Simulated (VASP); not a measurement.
# Ti2AgGe3 (P-4m2) in VASP: single point with PBEsol

Aim: the single point of Ti2AgGe3 with PBEsol.

Program: VASP 6.6.1. These are calculated values, not measurements. Logs are shortened: lines on timing, memory, paths and dates and some standing lists are left out, and cuts for length are marked.

## Step 1: The cell of the first run

Symmetry: P-4m2, No. 115, tetragonal system. The conventional cell has a = 3.614 Å, b = 3.614 Å, c = 7.963 Å, α = 90.00°, β = 90.00°, γ = 90.00°. Ge (site symmetry 2mm) has 5 Ti at 2.71 to 2.77 Å and 6 Ge at 3.16 to 3.55 Å and 2 Ag at 3.55 Å within 3.6 Å. Within 3.4 Å of Ge (site symmetry -4m2) lie 4 Ag at 2.56 Å and 4 Ti at 2.80 Å. Within 3.6 Å of Ti (site symmetry 2mm) lie 7 Ge at 2.71 to 2.80 Å and 2 Ag at 2.80 Å. Within 3.4 Å of Ag (site symmetry -4m2) lie 4 Ge at 2.56 Å and 4 Ti at 2.80 Å.

## Step 2: Single point, PBEsol

INCAR

```
PREC     = Accurate       # precision mode
ENCUT    = 520            # plane-wave cutoff, eV
EDIFF    = 1E-7           # SCF threshold, eV
ISMEAR   = -1             # smearing method
SIGMA    = 0.1            # smearing width, eV
LREAL    = F              # projectors in reciprocal space
LASPH    = T              # aspherical terms in the spheres
NELM     = 100            # most SCF steps
ALGO     = Normal         # electronic algorithm
ISIF     = 2              # what is computed and relaxed
LWAVE    = F              # write WAVECAR
LCHARG   = F              # write CHGCAR
GGA      = PS             # functional
NBANDS   = 48             # bands
```

KPOINTS

```
regular mesh
0
Gamma
  9 9 5
```

POSCAR

```
Ti2AgGe3
1.0
    3.6144330000      0.0000000000      0.0000000000
    0.0000000000      3.6144330000      0.0000000000
    0.0000000000      0.0000000000      7.9629350000
Ge Ti Ag
3 2 1
Direct
    0.0000000000      0.5000000000      0.3835000000
    0.5000000000      0.0000000000      0.6165000000
    0.5000000000      0.5000000000      0.0000000000
    0.0000000000      0.5000000000      0.7315000000
    0.5000000000      0.0000000000      0.2685000000
    0.0000000000      0.0000000000      0.0000000000
```

Potentials or basis: VASP PAW PBE potentials, release 64 (Ge_d, Ti_sv, Ag).

Command:

```console
cat potpaw_PBE.64/Ge_d/POTCAR potpaw_PBE.64/Ti_sv/POTCAR potpaw_PBE.64/Ag/POTCAR > POTCAR
mpirun -np 1 vasp_std > vasp.out
```

OUTCAR:

```text
PREC = Accurate
   ENCUT = 520
   EDIFF = 1E-7
   ISMEAR = -1
   LREAL = F
   LASPH = T
   NELM = 100
   ISIF = 2
   GGA = PS

 ion  position               nearest neighbor table
   1  0.000  0.500  0.383-   5 2.71   5 2.71   5 2.71   5 2.71   4 2.77
   2  0.500  0.000  0.617-   4 2.71   4 2.71   4 2.71   4 2.71   5 2.77
   3  0.500  0.500  0.000-   6 2.56   6 2.56   6 2.56   6 2.56   5 2.80   4 2.80   4 2.80   5 2.80

   4  0.000  0.500  0.731-   2 2.71   2 2.71   2 2.71   2 2.71   1 2.77   6 2.80   6 2.80   3 2.80
                             3 2.80
   5  0.500  0.000  0.269-   1 2.71   1 2.71   1 2.71   1 2.71   2 2.77   3 2.80   6 2.80   6 2.80
                             3 2.80
   6  0.000  0.000  0.000-   3 2.56   3 2.56   3 2.56   3 2.56   4 2.80   5 2.80   5 2.80   4 2.80

  LATTYP: Found a simple tetragonal cell.
 ALAT       =     3.6144330000
 C/A-ratio  =     2.2030938186

  Lattice vectors:

 A1 = (   3.6144330000,   0.0000000000,   0.0000000000)
 A2 = (   0.0000000000,   3.6144330000,   0.0000000000)
 A3 = (   0.0000000000,   0.0000000000,   7.9629350000)

Analysis of symmetry for initial positions (statically):
=====================================================================
 Subroutine PRICEL returns:
 Original cell was already a primitive cell.

 Routine SETGRP: Setting up the symmetry group for a
 simple tetragonal supercell.

 Subroutine GETGRP returns: Found  8 space group operations
 (whereof  8 operations were pure point group operations)
 out of a pool of 16 trial point group operations.

The static configuration has the point symmetry D_2d.

Analysis of symmetry for dynamics (positions and initial velocities):
=====================================================================
 Subroutine PRICEL returns:
 Original cell was already a primitive cell.

 Routine SETGRP: Setting up the symmetry group for a
 simple tetragonal supercell.

 Subroutine GETGRP returns: Found  8 space group operations
 (whereof  8 operations were pure point group operations)
 out of a pool of 16 trial point group operations.

The dynamic configuration has the point symmetry D_2d.

 Subroutine INISYM returns: Found  8 space group operations
 (whereof  8 operations are pure point group operations),
 and found     1 'primitive' translations

----------------------------------------------------------------------------------------

                                     Primitive cell

  volume of cell :     104.0288

  direct lattice vectors                    reciprocal lattice vectors
     3.614433000  0.000000000  0.000000000     0.276668567  0.000000000  0.000000000
     0.000000000  3.614433000  0.000000000     0.000000000  0.276668567  0.000000000
     0.000000000  0.000000000  7.962935000     0.000000000  0.000000000  0.125581836

  length of vectors
     3.614433000  3.614433000  7.962935000     0.276668567  0.276668567  0.125581836

  position of ions in fractional coordinates (direct lattice)
     0.000000000  0.500000000  0.383500000
     0.500000000  0.000000000  0.616500000
     0.500000000  0.500000000  0.000000000
     0.000000000  0.500000000  0.731500000
     0.500000000  0.000000000  0.268500000
     0.000000000  0.000000000  0.000000000

  ion indices of the primitive-cell ions
   primitive index   ion index
                 1           1
                 2           2
                 3           3
                 4           4
                 5           5
                 6           6

----------------------------------------------------------------------------------------

 KPOINTS: regular mesh

Automatic generation of k-mesh.
 Grid dimensions read from file:
 generate k-points for:    9    9    5

 Generating k-lattice:

  Cartesian coordinates                     Fractional coordinates (reciprocal lattice)
     0.030740952  0.000000000  0.000000000     0.111111111  0.000000000  0.000000000
     0.000000000  0.030740952  0.000000000     0.000000000  0.111111111  0.000000000
     0.000000000  0.000000000  0.025116367     0.000000000  0.000000000  0.200000000

  Length of vectors
     0.030740952  0.030740952  0.025116367

  Shift w.r.t. Gamma in fractional coordinates (k-lattice)
     0.000000000  0.000000000  0.000000000

 Subroutine IBZKPT returns following result:
 ===========================================

 Found     45 irreducible k-points:

 Following reciprocal coordinates:
            Coordinates               Weight
  0.000000  0.000000  0.000000      1.000000
  0.111111  0.000000  0.000000      4.000000
  0.222222  0.000000  0.000000      4.000000
  0.333333  0.000000  0.000000      4.000000
  0.444444  0.000000  0.000000      4.000000
  0.111111  0.111111  0.000000      4.000000
[... 16 lines left out ...]
  0.333333  0.111111  0.200000     16.000000
  0.444444  0.111111  0.200000     16.000000
 [... further k-points ...]
   k-points           NKPTS =     45   k-points in BZ     NKDIM =     45   number of bands    NBANDS=     48
   number of dos      NEDOS =    301   number of ions     NIONS =      6
   total plane-waves  NPLWV =  47040
   dimension x,y,z NGX =    28 NGY =   28 NGZ =   60
   dimension x,y,z NGXF=    56 NGYF=   56 NGZF=  120
   ions per type =               3   2   1
   NGX,Y,Z   is equivalent  to a cutoff of  12.88, 12.88, 12.53 a.u.
   NGXF,Y,Z  is equivalent  to a cutoff of  25.76, 25.76, 25.05 a.u.
 SYSTEM =  unknown system
   PREC   = accura    normal or accurate (medium, high low for compatibility)
   ISTART =      0    job   : 0-new  1-cont  2-samecut
   ICHARG =      2    charge: 1-file 2-atom 10-const
   ISPIN  =      1    spin polarized calculation?
   LNONCOLLINEAR =      F non collinear calculations
   LSORBIT =      F    spin-orbit coupling
   LASPH  =      T    aspherical Exc in radial PAW
   ENCUT  =  520.0 eV  38.22 Ry    6.18 a.u.   6.72  6.72 14.81*2*pi/ulx,y,z
   NELM   =    100;   NELMIN=  2; NELMDL= -5     # of ELM steps
   EDIFF  = 0.1E-06   stopping-criterion for ELM
   LREAL  =      F    real-space projection
   EDIFFG = 0.1E-05   stopping-criterion for IOM
   NSW    =      0    number of steps for IOM
   IBRION =     -1    ionic relax: 0-MD 1-quasi-New 2-CG
   NFREE  =      0    steps in history (QN), initial steepest desc. (CG)
   ISIF   =      2    stress and relaxation
   ISYM   =      2    0-nonsym 1-usesym 2-fastsym
   POTIM  = 0.5000    time-step for ionic-motion
   TEBEG  =    0.0;   TEEND  =   0.0 temperature during run
   PSTRESS=    0.0 pullay stress
   NELECT =      77.0000    total number of electrons
   NUPDOWN=      -1.0000    fix difference up-down
   EMIN   =  10.00;   EMAX   =-10.00  energy-range for DOS
   EFERMI =   0.00;   METHOD = LEGACY
   ISMEAR =    -1;   SIGMA  =   0.10  broadening in eV -4-tet -1-fermi 0-gaus
   EFERMI_NEDOS =   21; number of points for ismear=-14 and -15
   IALGO  =     38    algorithm
   IMIX   =      4    mixing-type and parameters
     AMIX     =   0.40;   BMIX     =  1.00
     AMIX_MAG =   1.60;   BMIX_MAG =  1.00
  volume/ion in A,a.u.               =      17.34       117.00
  Fermi-wavevector in a.u.,A,eV,Ry     =   1.480882  2.798462 29.837748  2.193013
  Thomas-Fermi vector in A             =   2.594861
   LORBIT       =      0    0 simple, 1 ext, 2 COOP (PROOUT), +10 PAW based schemes
   GGA     = PS    functional components
   LHFCALC =     F    Hartree Fock is set to
   AEXX    =    0.0000 exact exchange contribution
   IVDW    =     0    specifies the selected vdW correction
   LEPSILON=     F    determine dielectric tensor
   LRPA    =     F    only Hartree local field effects (RPA)
 non-spin polarized calculation
  energy-cutoff  :      520.00
  volume of cell :      104.03
 maximum number of plane-waves:      2824
 NGX is ok and might be reduce to    28
   NGX = 13   NGY = 13   NGZ = 29

 number of electron      77.0000039 magnetization

 Free energy of the ion-electron system (eV)
  ---------------------------------------------------
  ext. energy  EPLUGINS =         0.00000000
  ---------------------------------------------------
  free energy    TOTEN  =       -35.16321417 eV

  energy without entropy =      -34.96464511  energy(sigma->0) =      -35.06392964

 E-fermi :   7.4803     XC(G=0): -11.8257

 val. band max:        7.4563270077   @ k =   0.2222   0.1111   0.0000
 cond. band min:       7.4839708710   @ k =   0.1111   0.1111   0.4000
 fundamental gap:      0.0276438633
 Fermi energy:         7.4802966380

 k-point     1 :       0.0000    0.0000    0.0000
  band No.  band energies     occupation
      1     -49.1413      2.00000
      2     -49.1410      2.00000
      3     -25.6009      2.00000
      4     -25.5932      2.00000
      5     -25.4809      2.00000
      6     -25.4809      2.00000
[... 40 lines left out ...]
     47      11.5105      0.00000
     48      11.5105      0.00000

 k-point     2 :       0.1111    0.0000    0.0000
  band No.  band energies     occupation
      1     -49.1410      2.00000
      2     -49.1407      2.00000
      3     -25.6001      2.00000
      4     -25.5928      2.00000
      5     -25.4862      2.00000
      6     -25.4805      2.00000
[... 40 lines left out ...]
     47      11.3509      0.00000
     48      11.8468      0.00000

 k-point     3 :       0.2222    0.0000    0.0000
  band No.  band energies     occupation
      1     -49.1402      2.00000
      2     -49.1399      2.00000
      3     -25.5979      2.00000
      4     -25.5920      2.00000
      5     -25.4997      2.00000
      6     -25.4796      2.00000
[... 40 lines left out ...]
     47      11.4623      0.00000
     48      12.1260      0.00000

 k-point     4 :       0.3333    0.0000    0.0000
  band No.  band energies     occupation
      1     -49.1393      2.00000
      2     -49.1391      2.00000
      3     -25.5952      2.00000
      4     -25.5913      2.00000
      5     -25.5149      2.00000
      6     -25.4786      2.00000
[... 958 lines left out ...]
     47      10.9716      0.00000
     48      11.8942      0.00000

 k-point    23 :       0.3333    0.1111    0.2000
  band No.  band energies     occupation
      1     -49.1389      2.00000
      2     -49.1388      2.00000
      3     -25.5943      2.00000
      4     -25.5913      2.00000
      5     -25.5143      2.00000
      6     -25.4837      2.00000
[... 40 lines left out ...]
     47      11.0633      0.00000
     48      12.0994      0.00000

 k-point    24 :       0.4444    0.1111    0.2000
  band No.  band energies     occupation
      1     -49.1383      2.00000
      2     -49.1383      2.00000
      3     -25.5923      2.00000
      4     -25.5912      2.00000
      5     -25.5241      2.00000
      6     -25.4829      2.00000
[... 40 lines left out ...]
     47      11.1395      0.00000
     48      11.9194      0.00000

 [... further k-points ...]
[... 5 lines left out ...]
  --------------------------------------------------------------------------------------
  -------------------------------------------------------------------------------------
  Total       -0.0728935     -0.0728935     -1.6040436      0.0000000      0.0000000      0.0000000
  in kB       -1.1226539     -1.1226539    -24.7043375      0.0000000      0.0000000      0.0000000
  external PRESSURE =      -8.9832151 kB  Pullay stress =       0.0000000 kB

 VOLUME and BASIS-vectors are now :
 -----------------------------------------------------------------------------
  energy-cutoff  :      520.00
  volume of cell :      104.03
      direct lattice vectors                 reciprocal lattice vectors
     3.614433000  0.000000000  0.000000000     0.276668567  0.000000000  0.000000000
     0.000000000  3.614433000  0.000000000     0.000000000  0.276668567  0.000000000
     0.000000000  0.000000000  7.962935000     0.000000000  0.000000000  0.125581836

 POSITION                                       TOTAL-FORCE (eV/Angst)
 -----------------------------------------------------------------------------------
      0.00000      1.80722      3.05379         0.000000     -0.000000     -0.359902
      1.80722      0.00000      4.90915         0.000000     -0.000000      0.359902
      1.80722      1.80722      0.00000        -0.000000      0.000000      0.000000
      0.00000      1.80722      5.82489         0.000000     -0.000000     -0.664111
      1.80722      0.00000      2.13805         0.000000     -0.000000      0.664111
      0.00000      0.00000      0.00000         0.000000     -0.000000      0.000000
 -----------------------------------------------------------------------------------
    total drift:                                0.000000      0.000000      0.000000

  FREE ENERGIE OF THE ION-ELECTRON SYSTEM (eV)
  ---------------------------------------------------
  free  energy   TOTEN  =       -35.1632141670 eV

  energy  without entropy=      -34.9646451138  energy(sigma->0) =      -35.06392964
```

Run time: 3.4 min. Hardware: 1 thread of Intel Xeon Platinum 8259CL at 2.50GHz (Skylake/Cascade Lake), shared host; peak memory 0.33 GiB.

Results:

```
Free energy   : -35.1632 eV
Pressure      : -0.9 GPa
Largest force : 0.664 eV/Å
```

Forces in eV/Å, atoms in the order of the input:
```
Ge   0.000  0.000 -0.360
Ge   0.000  0.000  0.360
Ge   0.000  0.000  0.000
Ti   0.000  0.000 -0.664
Ti   0.000  0.000  0.664
Ag   0.000  0.000  0.000
```

Stress tensor (GPa, compression positive):
```
-0.11  0.00  0.00
 0.00 -0.11  0.00
 0.00  0.00 -2.47
```

Levels at points of the mesh, in eV from the Fermi level:
| k point | band 36 | band 37 | band 38 | band 39 | band 40 | band 41 |
| --- | --- | --- | --- | --- | --- | --- |
| (0.00, 0.00, 0.00) | -0.56 | -0.34 | 0.25 | 0.25 | 1.25 | 1.25 |

Caveat: the PAW data sets were made with another functional, which shifts forces and pressure a little.
